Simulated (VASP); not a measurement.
# Ge (Fd-3m) in VASP: a series of runs

The runs below take Ge through single point, with PBE.

Program: VASP 6.6.1. These are calculated values, not measurements. Logs are shortened: lines on timing, memory, paths and dates and some standing lists are left out, and cuts for length are marked.

**1. The cell of the first run**

Symmetry: Fd-3m, No. 227, cubic system. Conventional cell: a = 4.416 Å, b = 4.416 Å, c = 4.416 Å, α = 90.00°, β = 90.00°, γ = 90.00°. Ge (site symmetry -43m) has 4 Ge at 1.91 Å within 2.5 Å.

**2. Single point, PBE (10.76 Å³/atom)**

POSCAR reads:

```
Ge
1.0
    0.0000000000      2.2078503226      2.2078503226
    2.2078503226      0.0000000000      2.2078503226
    2.2078503226      2.2078503226      0.0000000000
Ge
2
Direct
   -0.1250000000     -0.1250000000     -0.1250000000
    0.1250000000      0.1250000000      0.1250000000
```

INCAR.step1 reads:

```
SYSTEM = Ge
ALGO = Normal
EDIFF = 1E-7
ENCUT = 520
GGA = PE
ISIF = 2
ISMEAR = -1
LASPH = .TRUE.
LCHARG = .TRUE.
LREAL = .FALSE.
LWAVE = .FALSE.
NBANDS = 21
NELM = 60
PREC = Accurate
SIGMA = 0.08
```

KPOINTS.step1 reads:

```
k-points
0
G
  11 11 11
  0 0 0
```

INCAR.step2 reads:

```
SYSTEM = Ge
ALGO = Normal
EDIFF = 1E-7
ENCUT = 520
GGA = PE
ICHARG = 11
ISIF = 2
ISMEAR = -5
LASPH = .TRUE.
LCHARG = .FALSE.
LORBIT = 11
LREAL = .FALSE.
LWAVE = .FALSE.
NBANDS = 21
NEDOS = 2001
NELM = 60
PREC = Accurate
SIGMA = 0.08
```

KPOINTS.step2 reads:

```
k-points
0
G
  17 17 17
  0 0 0
```

Potentials or basis: VASP PAW PBE potentials, release 64 (Ge_d).

The run is started by

```console
cat potpaw_PBE.64/Ge_d/POTCAR > POTCAR
cp INCAR.step1 INCAR
cp KPOINTS.step1 KPOINTS
mpirun -np 1 vasp_std > vasp.out
cp INCAR.step2 INCAR
cp KPOINTS.step2 KPOINTS
mpirun -np 1 vasp_std > vasp.out
```

OUTCAR:

```text
SYSTEM = Ge
   EDIFF = 1E-7
   ENCUT = 520
   GGA = PE
   ICHARG = 11
   ISIF = 2
   ISMEAR = -5
   LASPH = .TRUE.
   LORBIT = 11
   LREAL = .FALSE.
   NELM = 60
   PREC = Accurate

 ion  position               nearest neighbor table
   1  0.875  0.875  0.875-   2 1.91   2 1.91   2 1.91   2 1.91
   2  0.125  0.125  0.125-   1 1.91   1 1.91   1 1.91   1 1.91

  LATTYP: Found a face centered cubic cell.
 ALAT       =     4.4157006452

  Lattice vectors:

 A1 = (   0.0000000000,   2.2078503226,   2.2078503226)
 A2 = (   2.2078503226,   0.0000000000,   2.2078503226)
 A3 = (   2.2078503226,   2.2078503226,   0.0000000000)

Analysis of symmetry for initial positions (statically):
=====================================================================
 Subroutine PRICEL returns:
 Original cell was already a primitive cell.

 Routine SETGRP: Setting up the symmetry group for a
 face centered cubic supercell.

 Subroutine GETGRP returns: Found 48 space group operations
 (whereof 12 operations were pure point group operations)
 out of a pool of 48 trial point group operations.

The static configuration has the point symmetry D_3d.
 The point group associated with its full space group is O_h .

Analysis of symmetry for dynamics (positions and initial velocities):
=====================================================================
 Subroutine PRICEL returns:
 Original cell was already a primitive cell.

 Routine SETGRP: Setting up the symmetry group for a
 face centered cubic supercell.

 Subroutine GETGRP returns: Found 48 space group operations
 (whereof 12 operations were pure point group operations)
 out of a pool of 48 trial point group operations.

The dynamic configuration has the point symmetry D_3d.
 The point group associated with its full space group is O_h .

 Subroutine INISYM returns: Found 48 space group operations
 (whereof 12 operations are pure point group operations),
 and found     1 'primitive' translations

----------------------------------------------------------------------------------------

                                     Primitive cell

  volume of cell :      21.5248

  direct lattice vectors                    reciprocal lattice vectors
     0.000000000  2.207850323  2.207850323    -0.226464627  0.226464627  0.226464627
     2.207850323  0.000000000  2.207850323     0.226464627 -0.226464627  0.226464627
[... 89 lines left out ...]
   EDIFFG = 0.1E-05   stopping-criterion for IOM
   NSW    =      0    number of steps for IOM
   IBRION =     -1    ionic relax: 0-MD 1-quasi-New 2-CG
   NFREE  =      0    steps in history (QN), initial steepest desc. (CG)
   ISIF   =      2    stress and relaxation
   ISYM   =      2    0-nonsym 1-usesym 2-fastsym
   POTIM  = 0.5000    time-step for ionic-motion
   TEBEG  =    0.0;   TEEND  =   0.0 temperature during run
   PSTRESS=    0.0 pullay stress
   NELECT =      28.0000    total number of electrons
   NUPDOWN=      -1.0000    fix difference up-down
   EMIN   =  10.00;   EMAX   =-10.00  energy-range for DOS
   EFERMI =   0.00;   METHOD = LEGACY
   ISMEAR =    -5;   SIGMA  =   0.08  broadening in eV -4-tet -1-fermi 0-gaus
   EFERMI_NEDOS =   21; number of points for ismear=-14 and -15
   IALGO  =     38    algorithm
   IMIX   =      4    mixing-type and parameters
     AMIX     =   0.40;   BMIX     =  1.00
     AMIX_MAG =   1.60;   BMIX_MAG =  1.00
  volume/ion in A,a.u.               =      10.76        72.63
  Fermi-wavevector in a.u.,A,eV,Ry     =   1.787096  3.377122 43.453091  3.193712
  Thomas-Fermi vector in A             =   2.850545
   LORBIT       =     11    0 simple, 1 ext, 2 COOP (PROOUT), +10 PAW based schemes
   GGA     = PE    functional components
   LHFCALC =     F    Hartree Fock is set to
   AEXX    =    0.0000 exact exchange contribution
   IVDW    =     0    specifies the selected vdW correction
   LEPSILON=     F    determine dielectric tensor
   LRPA    =     F    only Hartree local field effects (RPA)
 non-spin polarized calculation
 Fermi weights with tetrahedron method with Bloechl corrections
  energy-cutoff  :      520.00
  volume of cell :       21.52
 maximum number of plane-waves:       590

 number of electron      27.9999977 magnetization

 Free energy of the ion-electron system (eV)
  ---------------------------------------------------
  ext. energy  EPLUGINS =         0.00000000
  ---------------------------------------------------
  free energy    TOTEN  =         2.47761308 eV

  energy without entropy =        2.47761308  energy(sigma->0) =        2.47761308

 E-fermi :  15.2123     XC(G=0): -14.0504

 val. band max:       15.2691781621   @ k =   0.0588   0.0588   0.0000
 cond. band min:      15.1631310250   @ k =   0.4706   0.3529   0.0000
 fundamental gap:     -0.1060471371
 Fermi energy:        15.2122629223

 k-point     1 :       0.0000    0.0000    0.0000
  band No.  band energies     occupation
      1     -12.4217      2.00000
      2     -12.4217      2.00000
      3     -12.4217      2.00000
      4     -12.3124      2.00000
      5     -12.3124      2.00000
      6     -11.1562      2.00000
[... 565 lines left out ...]
     20      26.0969      0.00000
     21      26.7648      0.00000

 [... further k-points ...]

------------------------ aborting loop because EDIFF is reached ----------------------------------------

  FORCE on cell =-STRESS in cart. coord.  units (eV):
  Direction    XX          YY          ZZ          XY          YZ          ZX
  --------------------------------------------------------------------------------------
  -------------------------------------------------------------------------------------
  Total       39.9358365     39.9358365     39.9358365     -0.0000000      0.0000000     -0.0000000
  in kB     2972.5864154   2972.5864154   2972.5864154     -0.0000000      0.0000000     -0.0000000
  external PRESSURE =    2972.5864154 kB  Pullay stress =       0.0000000 kB

 VOLUME and BASIS-vectors are now :
 -----------------------------------------------------------------------------
  energy-cutoff  :      520.00
  volume of cell :       21.52
      direct lattice vectors                 reciprocal lattice vectors
     0.000000000  2.207850323  2.207850323    -0.226464627  0.226464627  0.226464627
     2.207850323  0.000000000  2.207850323     0.226464627 -0.226464627  0.226464627
     2.207850323  2.207850323  0.000000000     0.226464627  0.226464627 -0.226464627

 POSITION                                       TOTAL-FORCE (eV/Angst)
 -----------------------------------------------------------------------------------
      3.86374      3.86374      3.86374         0.000000      0.000000     -0.000000
      0.55196      0.55196      0.55196        -0.000000     -0.000000      0.000000
 -----------------------------------------------------------------------------------
    total drift:                                0.000000      0.000000      0.000000

  FREE ENERGIE OF THE ION-ELECTRON SYSTEM (eV)
  ---------------------------------------------------
  free  energy   TOTEN  =         2.4776130840 eV

  energy  without entropy=        2.4776130840  energy(sigma->0) =        2.47761308

 total charge

# of ion       s       p       d       tot
------------------------------------------
    1        1.266   2.385  10.333  13.984
    2        1.266   2.385  10.333  13.984
--------------------------------------------------
tot          2.532   4.769  20.666  27.967
```

Wall time 85 s (1 thread of Intel Xeon 8259CL, shared host); peak memory 0.18 GiB.

What came out:

```
Valence electrons inside the program's atomic spheres : Ge 13.98
```

Caveat: tetrahedron occupations give inexact forces and stress in metals.

**3. Single point, PBE (10.76 Å³/atom)**

POSCAR is that of step 2.

INCAR.step1 reads:

```
PREC     = Accurate       # precision mode
ENCUT    = 520            # plane-wave cutoff, eV
EDIFF    = 1E-6           # SCF threshold, eV
ISMEAR   = -1             # smearing method
SIGMA    = 0.08           # smearing width, eV
LREAL    = F              # projectors in reciprocal space
LASPH    = T              # aspherical terms in the spheres
NELM     = 80             # most SCF steps
ALGO     = Normal         # electronic algorithm
ISIF     = 2              # what is computed and relaxed
LWAVE    = F              # write WAVECAR
LCHARG   = T              # write CHGCAR
GGA      = PE             # functional
NBANDS   = 21             # bands
```

KPOINTS.step1 reads:

```
Automatic mesh
0
Gamma
  11 11 11
```

INCAR.step2 reads:

```
PREC     = Accurate       # precision mode
ENCUT    = 520            # plane-wave cutoff, eV
EDIFF    = 1E-6           # SCF threshold, eV
ISMEAR   = -5             # smearing method
SIGMA    = 0.08           # smearing width, eV
LREAL    = F              # projectors in reciprocal space
LASPH    = T              # aspherical terms in the spheres
NELM     = 80             # most SCF steps
ALGO     = Normal         # electronic algorithm
ISIF     = 2              # what is computed and relaxed
LWAVE    = F              # write WAVECAR
LCHARG   = F              # write CHGCAR
GGA      = PE             # functional
LORBIT   = 10             # projections on sites
NEDOS    = 1001           # points of the DOS
ICHARG   = 11             # starting density
```

KPOINTS.step2 reads:

```
Automatic mesh
0
Gamma
  17 17 17
```

Potentials or basis: VASP PAW PBE potentials, release 64 (Ge_d).

The run is started by

```console
cat potpaw_PBE.64/Ge_d/POTCAR > POTCAR
cp INCAR.step1 INCAR
cp KPOINTS.step1 KPOINTS
mpirun -np 1 vasp_std > vasp.out
cp INCAR.step2 INCAR
cp KPOINTS.step2 KPOINTS
mpirun -np 1 vasp_std > vasp.out
```

It took 78 s on 1 thread of Intel Xeon 8259CL, shared host; peak memory 0.17 GiB.

It converged, with:

| Quantity | Value |
| --- | --- |
| Valence electrons inside the program's atomic spheres | Ge 13.98 |

Levels at points of the mesh, in eV from the Fermi level:
| k point | band 11 | band 12 | band 13 | band 14 | band 15 | band 16 | band 17 | band 18 |
| --- | --- | --- | --- | --- | --- | --- | --- | --- |
| (0.00, 0.00, 0.00) | -20.55 | 0.97 | 0.97 | 0.97 | 3.11 | 3.11 | 3.11 | 8.42 |

Caveat: tetrahedron occupations give inexact forces and stress in metals.

**4. Single point, PBE**

This run uses another cell than the first one, of 23.92 Å³/atom.

POSCAR reads:

```
Ge
1.0
    0.0000000000      2.8811472615      2.8811472615
    2.8811472615      0.0000000000      2.8811472615
    2.8811472615      2.8811472615      0.0000000000
Ge
2
Direct
   -0.1250000000     -0.1250000000     -0.1250000000
    0.1250000000      0.1250000000      0.1250000000
```

INCAR.step1 reads:

```
SYSTEM = Ge
PREC = Accurate
ENCUT = 520
EDIFF = 1E-7
ISMEAR = -1
SIGMA = 0.08
LREAL = .False.
LASPH = .True.
NELM = 80
ALGO = Normal
ISIF = 2
LWAVE = .False.
LCHARG = .True.
GGA = PE
NBANDS = 21
```

KPOINTS.step1 reads:

```
Automatic mesh
0
Gamma
  11 11 11
  0 0 0
```

INCAR.step2 reads:

```
SYSTEM = Ge
PREC = Accurate
ENCUT = 520
EDIFF = 1E-7
ISMEAR = -5
SIGMA = 0.08
LREAL = .False.
LASPH = .True.
NELM = 80
ALGO = Normal
ISIF = 2
LWAVE = .False.
LCHARG = .False.
GGA = PE
LORBIT = 11
NBANDS = 21
NEDOS = 1001
ICHARG = 11
```

KPOINTS.step2 reads:

```
Automatic mesh
0
Gamma
  17 17 17
  0 0 0
```

The run is started by

```console
cat potpaw_PBE.64/Ge_d/POTCAR > POTCAR
cp INCAR.step1 INCAR
cp KPOINTS.step1 KPOINTS
mpirun -np 1 vasp_std > vasp.out
cp INCAR.step2 INCAR
cp KPOINTS.step2 KPOINTS
mpirun -np 1 vasp_std > vasp.out
```

Wall time 3.3 min (1 thread of Intel Xeon 8259CL, shared host); peak memory 0.25 GiB.

The run converged. Its results:

| Property | Result |
| --- | --- |
| Valence electrons inside the program's atomic spheres | Ge 12.36 |

Levels at points of the mesh, in eV from the Fermi level:
| k point | band 11 | band 12 | band 13 | band 14 | band 15 | band 16 | band 17 | band 18 |
| --- | --- | --- | --- | --- | --- | --- | --- | --- |
| (0.00, 0.00, 0.00) | -12.36 | -0.46 | 0.00 | 0.00 | 0.00 | 2.53 | 2.53 | 2.53 |

Caveat: tetrahedron occupations give inexact forces and stress in metals.
